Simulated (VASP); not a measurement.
# Al2Co (I4_1/amd) in VASP: further runs

Al2Co is run at these levels: PBE; tasks: relaxation of cell and atoms, single point.

All numbers are computed with VASP 6.6.1; they aren't measurements. Logs are shortened: lines on timing, memory, paths and dates and some standing lists are left out, and cuts for length are marked.

## 1. The cell of the first run

Symmetry: I4_1/amd, No. 141, tetragonal system. Conventional cell: a = 4.055 Å, b = 4.055 Å, c = 10.192 Å, α = 90.00°, β = 90.00°, γ = 90.00°. Al (site symmetry 2mm) has 3 Co at 2.08 to 2.11 Å and 2 Al at 2.62 Å within 2.7 Å. Co (site symmetry -4m2) has 6 Al at 2.08 to 2.11 Å within 2.7 Å.

## 2. Relaxation of cell and atoms, PBE

INCAR reads:

```
SYSTEM = Al2Co
PREC = Accurate
ENCUT = 600
EDIFF = 1E-6
ISMEAR = 0
SIGMA = 0.1
LREAL = .FALSE.
LASPH = .TRUE.
NELM = 80
ALGO = Normal
ISIF = 3
LWAVE = .FALSE.
LCHARG = .FALSE.
GGA = PE
IBRION = 2
NSW = 90
EDIFFG = -0.04
```

KPOINTS reads:

```
Automatic mesh
0
G
  6 6 6
  0 0 0
```

POSCAR reads:

```
Al2Co
1.0
   -2.0274367977      2.0274367977      5.0961779904
    2.0274367977     -2.0274367977      5.0961779904
    2.0274367977      2.0274367977     -5.0961779904
Al Co
4 2
Direct
    0.2066000000      0.2066000000      0.0000000000
    0.9566000000      0.4566000000      0.5000000000
    0.5434000000      0.0434000000      0.5000000000
    0.7934000000      0.7934000000      0.0000000000
    0.0000000000      0.0000000000      0.0000000000
    0.7500000000      0.2500000000      0.5000000000
```

Potentials or basis: VASP PAW PBE potentials, release 64 (Al, Co).

On the command line:

```console
> cat potpaw_PBE.64/Al/POTCAR potpaw_PBE.64/Co/POTCAR > POTCAR
> mpirun -np 1 vasp_std > vasp.out
```

OUTCAR:

```text
SYSTEM = Al2Co
   PREC = Accurate
   ENCUT = 600
   EDIFF = 1E-6
   ISMEAR = 0
   LREAL = .FALSE.
   LASPH = .TRUE.
   NELM = 80
   ISIF = 3
   GGA = PE
   IBRION = 2
   NSW = 90
   EDIFFG = -0.04

 ion  position               nearest neighbor table
   1  0.207  0.207  0.000-   6 2.08   6 2.08   5 2.11   3 2.62   3 2.62   4 3.00   4 3.00   4 3.00
                             4 3.00   2 3.26   2 3.26   2 3.26   2 3.26
   2  0.957  0.457  0.500-   5 2.08   5 2.08   6 2.11   4 2.62   4 2.62   3 3.00   3 3.00   3 3.00
                             3 3.00   1 3.26   1 3.26   1 3.26   1 3.26
   3  0.543  0.043  0.500-   5 2.08   5 2.08   6 2.11   1 2.62   1 2.62   2 3.00   2 3.00   2 3.00
                             2 3.00   4 3.26   4 3.26   4 3.26   4 3.26
   4  0.793  0.793  0.000-   6 2.08   6 2.08   5 2.11   2 2.62   2 2.62   1 3.00   1 3.00   1 3.00
                             1 3.00   3 3.26   3 3.26   3 3.26   3 3.26
   5  0.000  0.000  0.000-   3 2.08   2 2.08   3 2.08   2 2.08   1 2.11   4 2.11
   6  0.750  0.250  0.500-   4 2.08   1 2.08   4 2.08   1 2.08   2 2.11   3 2.11

  LATTYP: Found a body centered tetragonal cell.
 ALAT       =     4.0548735954
 C/A-ratio  =     2.5136063409

  Lattice vectors:

 A1 = (  -2.0274367977,   2.0274367977,   5.0961779904)
 A2 = (   2.0274367977,  -2.0274367977,   5.0961779904)
 A3 = (   2.0274367977,   2.0274367977,  -5.0961779904)

Analysis of symmetry for initial positions (statically):
=====================================================================
 Subroutine PRICEL returns:
 Original cell was already a primitive cell.

 Routine SETGRP: Setting up the symmetry group for a
 body centered tetragonal supercell.

 Subroutine GETGRP returns: Found 16 space group operations
 (whereof  8 operations were pure point group operations)
 out of a pool of 16 trial point group operations.

The static configuration has the point symmetry D_2d.
 The point group associated with its full space group is D_4h.

Analysis of symmetry for dynamics (positions and initial velocities):
=====================================================================
 Subroutine PRICEL returns:
 Original cell was already a primitive cell.

 Routine SETGRP: Setting up the symmetry group for a
 body centered tetragonal supercell.

 Subroutine GETGRP returns: Found 16 space group operations
 (whereof  8 operations were pure point group operations)
 out of a pool of 16 trial point group operations.

The dynamic configuration has the point symmetry D_2d.
 The point group associated with its full space group is D_4h.

 Subroutine INISYM returns: Found 16 space group operations
 (whereof  8 operations are pure point group operations),
 and found     1 'primitive' translations

----------------------------------------------------------------------------------------

                                     Primitive cell

  volume of cell :      83.7914

  direct lattice vectors                    reciprocal lattice vectors
    -2.027436798  2.027436798  5.096177990     0.000000000  0.246616812  0.098112743
     2.027436798 -2.027436798  5.096177990     0.246616812  0.000000000  0.098112743
     2.027436798  2.027436798 -5.096177990     0.246616812  0.246616812  0.000000000

  length of vectors
     5.847395151  5.847395151  5.847395151     0.265416583  0.265416583  0.348768841

  position of ions in fractional coordinates (direct lattice)
     0.206600000  0.206600000  0.000000000
     0.956600000  0.456600000  0.500000000
     0.543400000  0.043400000  0.500000000
     0.793400000  0.793400000  0.000000000
     0.000000000  0.000000000  0.000000000
     0.750000000  0.250000000  0.500000000

  ion indices of the primitive-cell ions
   primitive index   ion index
                 1           1
                 2           2
                 3           3
                 4           4
                 5           5
                 6           6

----------------------------------------------------------------------------------------

 KPOINTS: Automatic mesh

Automatic generation of k-mesh.
 Grid dimensions read from file:
 generate k-points for:    6    6    6

 Generating k-lattice:

  Cartesian coordinates                     Fractional coordinates (reciprocal lattice)
     0.000000000  0.041102802  0.016352124     0.166666667 -0.000000000  0.000000000
     0.041102802  0.000000000  0.016352124    -0.000000000  0.166666667  0.000000000
     0.041102802  0.041102802  0.000000000     0.000000000  0.000000000  0.166666667

  Length of vectors
     0.044236097  0.044236097  0.058128140

  Shift w.r.t. Gamma in fractional coordinates (k-lattice)
     0.000000000  0.000000000  0.000000000

 Subroutine IBZKPT returns following result:
 ===========================================

 Found     30 irreducible k-points:

 Following reciprocal coordinates:
            Coordinates               Weight
  0.000000  0.000000  0.000000      1.000000
  0.166667  0.000000  0.000000      8.000000
  0.333333  0.000000 -0.000000      8.000000
  0.500000  0.000000 -0.000000      4.000000
  0.166667  0.166667  0.000000      8.000000
  0.333333  0.166667 -0.000000     16.000000
[... 16 lines left out ...]
 -0.333333 -0.333333  0.166667      8.000000
 -0.166667 -0.333333  0.166667      8.000000
 [... further k-points ...]
   k-points           NKPTS =     30   k-points in BZ     NKDIM =     30   number of bands    NBANDS=     19
   number of dos      NEDOS =    301   number of ions     NIONS =      6
   total plane-waves  NPLWV = 110592
   dimension x,y,z NGX =    48 NGY =   48 NGZ =   48
   dimension x,y,z NGXF=    96 NGYF=   96 NGZF=   96
   ions per type =               4   2
   NGX,Y,Z   is equivalent  to a cutoff of  13.65, 13.65, 13.65 a.u.
   NGXF,Y,Z  is equivalent  to a cutoff of  27.29, 27.29, 27.29 a.u.
 SYSTEM =  Al2Co
   PREC   = accura    normal or accurate (medium, high low for compatibility)
   ISTART =      0    job   : 0-new  1-cont  2-samecut
   ICHARG =      2    charge: 1-file 2-atom 10-const
   ISPIN  =      1    spin polarized calculation?
   LNONCOLLINEAR =      F non collinear calculations
   LSORBIT =      F    spin-orbit coupling
   LASPH  =      T    aspherical Exc in radial PAW
   ENCUT  =  600.0 eV  44.10 Ry    6.64 a.u.  11.68 11.68 11.68*2*pi/ulx,y,z
   NELM   =     80;   NELMIN=  2; NELMDL= -5     # of ELM steps
   EDIFF  = 0.1E-05   stopping-criterion for ELM
   LREAL  =      F    real-space projection
   EDIFFG = -.4E-01   stopping-criterion for IOM
   NSW    =     90    number of steps for IOM
   IBRION =      2    ionic relax: 0-MD 1-quasi-New 2-CG
   NFREE  =      1    steps in history (QN), initial steepest desc. (CG)
   ISIF   =      3    stress and relaxation
   ISYM   =      2    0-nonsym 1-usesym 2-fastsym
   POTIM  = 0.5000    time-step for ionic-motion
   TEBEG  =    0.0;   TEEND  =   0.0 temperature during run
   PSTRESS=    0.0 pullay stress
   NELECT =      30.0000    total number of electrons
   NUPDOWN=      -1.0000    fix difference up-down
   EMIN   =  10.00;   EMAX   =-10.00  energy-range for DOS
   EFERMI =   0.00;   METHOD = LEGACY
   ISMEAR =     0;   SIGMA  =   0.10  broadening in eV -4-tet -1-fermi 0-gaus
   EFERMI_NEDOS =   21; number of points for ismear=-14 and -15
   IALGO  =     38    algorithm
   IMIX   =      4    mixing-type and parameters
     AMIX     =   0.40;   BMIX     =  1.00
     AMIX_MAG =   1.60;   BMIX_MAG =  1.00
  volume/ion in A,a.u.               =      13.97        94.24
  Fermi-wavevector in a.u.,A,eV,Ry     =   1.162471  2.196752 18.386085  1.351339
  Thomas-Fermi vector in A             =   2.299032
   LORBIT       =      0    0 simple, 1 ext, 2 COOP (PROOUT), +10 PAW based schemes
   GGA     = PE    functional components
   LHFCALC =     F    Hartree Fock is set to
   AEXX    =    0.0000 exact exchange contribution
   IVDW    =     0    specifies the selected vdW correction
   LEPSILON=     F    determine dielectric tensor
   LRPA    =     F    only Hartree local field effects (RPA)
 conjugate gradient relaxation of ions
 non-spin polarized calculation
 Gauss-broadening in eV      SIGMA  =   0.10
  energy-cutoff  :      600.00
  volume of cell :       83.79
 maximum number of plane-waves:      2817
   NGX = 23   NGY = 23   NGZ = 23

--------------------------------------- Ionic step        1  -------------------------------------------

 number of electron      29.9999996 magnetization

 Free energy of the ion-electron system (eV)
  ---------------------------------------------------
  ext. energy  EPLUGINS =         0.00000000
  ---------------------------------------------------
  free energy    TOTEN  =       -24.91704171 eV

  energy without entropy =      -24.90317832  energy(sigma->0) =      -24.91011002

------------------------ aborting loop because EDIFF is reached ----------------------------------------

  FORCE on cell =-STRESS in cart. coord.  units (eV):
  Direction    XX          YY          ZZ          XY          YZ          ZX
  --------------------------------------------------------------------------------------
  -------------------------------------------------------------------------------------
  Total       24.3929657     24.3929657     23.9859267      0.0000000      0.0000000      0.0000000
  in kB      466.4187054    466.4187054    458.6356988      0.0000000      0.0000000      0.0000000
  external PRESSURE =     463.8243699 kB  Pullay stress =       0.0000000 kB
[... 1163 lines left out ...]
      5       3.5571      2.00000
      6       3.6767      2.00000
[... 11 lines left out ...]
     18       7.5821      0.00000
     19       8.4201      0.00000

 [... further k-points ...]

[... ionic steps 4 to 33 ...]

--------------------------------------- Ionic step       34  -------------------------------------------

 number of electron      30.0000001 magnetization

------------------------ aborting loop because EDIFF is reached ----------------------------------------

  FORCE on cell =-STRESS in cart. coord.  units (eV):
  Direction    XX          YY          ZZ          XY          YZ          ZX
  --------------------------------------------------------------------------------------
  -------------------------------------------------------------------------------------
  Total       -0.5020493     -0.5020493     -0.0476168      0.0000000     -0.0000000      0.0000000
  in kB       -8.6580702     -8.6580702     -0.8211728      0.0000000     -0.0000000      0.0000000
  external PRESSURE =      -6.0457711 kB  Pullay stress =       0.0000000 kB
[... 65 lines left out ...]
  energy  without entropy=      -28.5789320852  energy(sigma->0) =      -28.59897952

--------------------------------------- Ionic step       36  -------------------------------------------

 number of electron      29.9999999 magnetization

 Free energy of the ion-electron system (eV)
  ---------------------------------------------------
  ext. energy  EPLUGINS =         0.00000000
  ---------------------------------------------------
  free energy    TOTEN  =       -28.61942026 eV

  energy without entropy =      -28.57940277  energy(sigma->0) =      -28.59941152

 E-fermi :   7.6727     XC(G=0): -10.6907

 val. band max:        7.6715761939   @ k =  -0.3333   0.5000   0.3333
 cond. band min:       7.6809287430   @ k =   0.0000   0.0000   0.0000
 fundamental gap:      0.0093525491
 Fermi energy:         7.6726533951

 k-point     1 :       0.0000    0.0000    0.0000
  band No.  band energies     occupation
      1      -2.2732      2.00000
      2       3.9600      2.00000
      3       4.3107      2.00000
      4       4.3359      2.00000
      5       5.0742      2.00000
      6       5.0742      2.00000
[... 552 lines left out ...]
  FREE ENERGIE OF THE ION-ELECTRON SYSTEM (eV)
  ---------------------------------------------------
  free  energy   TOTEN  =       -28.6194202618 eV

  energy  without entropy=      -28.5794027702  energy(sigma->0) =      -28.59941152

 reached required accuracy - stopping structural energy minimisation
```

Run time: 18 min. Hardware: 1 thread of Intel Xeon 6975P-C (Granite Rapids), shared host; peak memory 0.38 GiB.

Results:

- Free energy: -28.6194 eV
- Relaxed volume: 15.36 Å³/atom
- Relaxed cell: a = 5.367 Å, b = 5.367 Å, c = 5.367 Å, α = 128.45°, β = 128.45°, γ = 75.90°
- Space group after relaxing (to 0.1 Å): I4_1/amd (No. 141)
- Energy gained by relaxing: 617.1 meV/atom
- Ionic steps: 36
- Pressure after relaxing: 0.2 GPa
- Largest force after relaxing: 0.013 eV/Å
- Band gap on the k mesh: zero (bands 15 and 16 overlap by 1.14 eV)

Forces in eV/Å, atoms in the order of the input:
```
Al   0.000  0.000  0.013
Al   0.000  0.000  0.013
Al   0.000  0.000 -0.013
Al   0.000  0.000 -0.013
Co   0.000  0.000  0.000
Co   0.000  0.000  0.000
```

The path:
| step | energy change (eV) | largest force (eV/Å) | pressure (GPa) | volume (Å³) |
| --- | --- | --- | --- | --- |
| 1 | 0.0000 | 1.7735 | 46.38 | 83.79 |
| 2 | -2.1094 | 0.5109 | -11.37 | 143.00 |
| 3 | -3.4530 | 0.0649 | -0.31 | 113.69 |
| 4 | -3.4531 | 0.0466 | 0.22 | 113.03 |
| 5 | -3.4730 | 0.1238 | -0.03 | 113.22 |
| 6 | -3.4737 | 0.1615 | 0.03 | 113.26 |
| 7 | -3.4782 | 0.1448 | -0.22 | 113.35 |
| 8 | -3.4882 | 0.0965 | -0.87 | 113.61 |
| 9 | -3.4919 | 0.0114 | -1.96 | 114.12 |
| 10 | -3.4930 | 0.0401 | -1.55 | 113.95 |
| 11 | -3.4948 | 0.0384 | -1.57 | 113.80 |
| 12 | -3.4998 | 0.0341 | -1.38 | 113.34 |
| 13 | -3.5084 | 0.0279 | -1.08 | 112.44 |
| 14 | -3.5206 | 0.0266 | -0.51 | 110.64 |
| 15 | -3.5398 | 0.0645 | 0.64 | 107.04 |
| 16 | -3.5405 | 0.2318 | 3.46 | 99.88 |
| 17 | -3.5493 | 0.1678 | 2.35 | 102.50 |
| 18 | -3.5543 | 0.1600 | 2.36 | 102.18 |
| 19 | -3.5672 | 0.1476 | 2.09 | 101.20 |
| 20 | -3.5914 | 0.1725 | 1.47 | 99.21 |
| 21 | -3.6678 | 0.2390 | 0.44 | 95.04 |
| 22 | -3.4046 | 0.1656 | 4.21 | 85.90 |
| 23 | -3.6262 | 0.4738 | 1.61 | 93.70 |
| 24 | -3.6270 | 0.3727 | 2.34 | 89.90 |
| 25 | -3.6360 | 0.4336 | 1.90 | 90.81 |
| 26 | -3.6322 | 0.4027 | 2.15 | 90.30 |
| 27 | -3.6393 | 0.1534 | 1.50 | 89.65 |
| 28 | -3.6414 | 0.2372 | 1.65 | 89.86 |
| 29 | -3.6564 | 0.2075 | 1.31 | 90.25 |
| 30 | -3.6876 | 0.1238 | 0.41 | 91.41 |
| 31 | -3.6989 | 0.0408 | -1.03 | 93.67 |
| 32 | -3.7009 | 0.0032 | -0.66 | 93.10 |
| 33 | -3.7009 | 0.0115 | -0.66 | 93.00 |
| 34 | -3.7009 | 0.0181 | -0.60 | 92.90 |
| 35 | -3.7020 | 0.0166 | -0.38 | 92.64 |
| 36 | -3.7024 | 0.0129 | 0.23 | 92.19 |

Final structure:
```yaml
crystal:
  lattice:
    - [-2.33373, 2.33373, 4.23165]
    - [2.33373, -2.33373, 4.23165]
    - [2.33373, 2.33373, -4.23165]
  atoms:
    - { symbol: Al, position: [0.27965, 0.27965, 0.00000] }
    - { symbol: Al, position: [0.02965, 0.52965, 0.50000] }
    - { symbol: Al, position: [0.47035, 0.97035, 0.50000] }
    - { symbol: Al, position: [0.72035, 0.72035, 0.00000] }
    - { symbol: Co, position: [0.00000, 0.00000, 0.00000] }
    - { symbol: Co, position: [0.75000, 0.25000, 0.50000] }
```

Caveat: the run has no spin polarisation, though such a crystal can be magnetic. Spin polarisation is off, so any magnetic state and its effect on volume and gap are missing.

## 3. Single point, PBE, collinear spin, ferromagnetic start

INCAR reads:

```
ALGO = Normal ; EDIFF = 1E-6
ENCUT = 520 ; GGA = PE
ISIF = 2 ; ISMEAR = 0
ISPIN = 2 ; LASPH = True
LCHARG = False ; LMAXMIX = 4
LORBIT = 11 ; LREAL = False
LWAVE = False ; MAGMOM = 0 0 0 0 3 3
NBANDS = 28 ; NELM = 150
PREC = Accurate ; SIGMA = 0.1
```

KPOINTS reads:

```
k-points
0
Gamma
  6 6 6
```

POSCAR is that of step 2.

Potentials or basis: VASP PAW PBE potentials, release 64 (Al, Co).

On the command line:

```console
> cat potpaw_PBE.64/Al/POTCAR potpaw_PBE.64/Co/POTCAR > POTCAR
> mpirun -np 1 vasp_std > vasp.out
```

Wall time 1.9 min (1 thread of Intel Xeon 6975P-C (Granite Rapids), shared host); peak memory 0.45 GiB.

Results (log left out):

```yaml
Free_energy: -24.9165 eV
Pressure: 46.5 GPa
Largest_force: 1.773 eV/Å
Band_gap_on_the_k_mesh: zero (filled and empty bands overlap)
Net_moment: 0.00 μB per cell
Valence_electrons_inside_the_program's_atomic_spheres: Al 0.94; Co 9.29
```

Forces in eV/Å, atoms in the order of the input:
```
Al   0.000  0.000  1.773
Al   0.000  0.000  1.773
Al   0.000  0.000 -1.773
Al   0.000  0.000 -1.773
Co   0.000  0.000  0.000
Co   0.000  0.000  0.000
```

Stress tensor (GPa, compression positive):
```
46.79  0.00  0.00
 0.00 46.79  0.00
 0.00  0.00 45.99
```

Levels at points of the mesh, in eV from the Fermi level:
Spin up:
```tsv
k point	band 11	band 12	band 13	band 14	band 15	band 16	band 17	band 18	band 19	band 20
(0.00, 0.00, 0.00)	-2.17	-1.60	-1.53	0.53	0.53	0.74	0.74	2.60	2.83	3.05
(0.50, 0.00, 0.00)	-2.13	-1.53	-1.37	-1.03	0.43	0.73	2.47	3.15	3.23	4.60
(0.50, 0.50, 0.00)	-2.07	-2.07	-1.66	-1.66	-0.52	-0.52	1.82	1.82	1.91	1.91
(0.50, 0.50, 0.50)	-1.76	-1.76	-1.15	-1.15	1.94	1.94	2.95	2.95	2.97	2.97
```
Spin down:
| k point | band 11 | band 12 | band 13 | band 14 | band 15 | band 16 | band 17 | band 18 | band 19 | band 20 |
| --- | --- | --- | --- | --- | --- | --- | --- | --- | --- | --- |
| (0.00, 0.00, 0.00) | -2.17 | -1.60 | -1.53 | 0.53 | 0.53 | 0.74 | 0.74 | 2.60 | 2.83 | 3.05 |
| (0.50, 0.00, 0.00) | -2.13 | -1.53 | -1.37 | -1.03 | 0.43 | 0.73 | 2.47 | 3.15 | 3.23 | 4.60 |
| (0.50, 0.50, 0.00) | -2.06 | -2.06 | -1.66 | -1.66 | -0.52 | -0.52 | 1.82 | 1.82 | 1.91 | 1.91 |
| (0.50, 0.50, 0.50) | -1.76 | -1.76 | -1.15 | -1.15 | 1.94 | 1.94 | 2.95 | 2.95 | 2.97 | 2.97 |

Caveat: the cell stands under pressure; forces of over 1 eV/Å act on the atoms, so gaps and moduli don't describe the material at rest.

## 4. Single point, PBE

This run uses another cell than the first one, of 15.47 Å³/atom.

INCAR reads:

```
PREC = Accurate
ENCUT = 520
EDIFF = 1E-6
ISMEAR = 0
SIGMA = 0.1
LREAL = F
LASPH = T
NELM = 60
ALGO = Fast
ISIF = 2
LWAVE = F
LCHARG = T
GGA = PE
LELF = T
LVHAR = T
NBANDS = 24
```

KPOINTS reads:

```
Automatic mesh
0
Gamma
  12 12 12
```

POSCAR reads:

```
Al2Co
1.0
   -2.3339769859      2.3339769859      4.2596323476
    2.3339769859     -2.3339769859      4.2596323476
    2.3339769859      2.3339769859     -4.2596323476
Al Co
4 2
Direct
    0.2781375529      0.2781375529      0.0000000000
    0.0281375529      0.5281375529      0.5000000000
    0.4718624471      0.9718624471      0.5000000000
    0.7218624471      0.7218624471      0.0000000000
    0.0000000000      0.0000000000      0.0000000000
    0.7500000000      0.2500000000      0.5000000000
```

On the command line:

```console
> cat potpaw_PBE.64/Al/POTCAR potpaw_PBE.64/Co/POTCAR > POTCAR
> mpirun -np 1 vasp_std > vasp.out
```

Wall time 3.5 min (1 thread of Intel Xeon 6975P-C (Granite Rapids), shared host); peak memory 0.47 GiB.

The run converged. Its results:

| Quantity | Value |
| --- | --- |
| Free energy | -28.6258 eV |
| Pressure | -0.1 GPa |
| Band gap on the k mesh | zero (bands 15 and 16 overlap by 1.15 eV) |

Forces in eV/Å, atoms in the order of the input:
```
Al   0.000  0.000 -0.003
Al   0.000  0.000 -0.003
Al   0.000  0.000  0.003
Al   0.000  0.000  0.003
Co   0.000  0.000  0.000
Co   0.000  0.000  0.000
```

Levels at points of the mesh, in eV from the Fermi level:
| k point | band 13 | band 14 | band 15 | band 16 | band 17 | band 18 |
| --- | --- | --- | --- | --- | --- | --- |
| (0.00, 0.00, 0.00) | -0.42 | -0.15 | -0.01 | -0.01 | 0.74 | 0.74 |
| (0.50, 0.00, 0.00) | -1.07 | -0.38 | -0.20 | -0.07 | 1.08 | 1.10 |
| (0.50, 0.50, 0.00) | -0.96 | -0.96 | -0.25 | -0.25 | 2.04 | 2.04 |
| (0.50, 0.50, 0.50) | -0.92 | -0.92 | 0.02 | 0.02 | 3.59 | 3.59 |

Caveat: the run has no spin polarisation, though such a crystal can be magnetic.
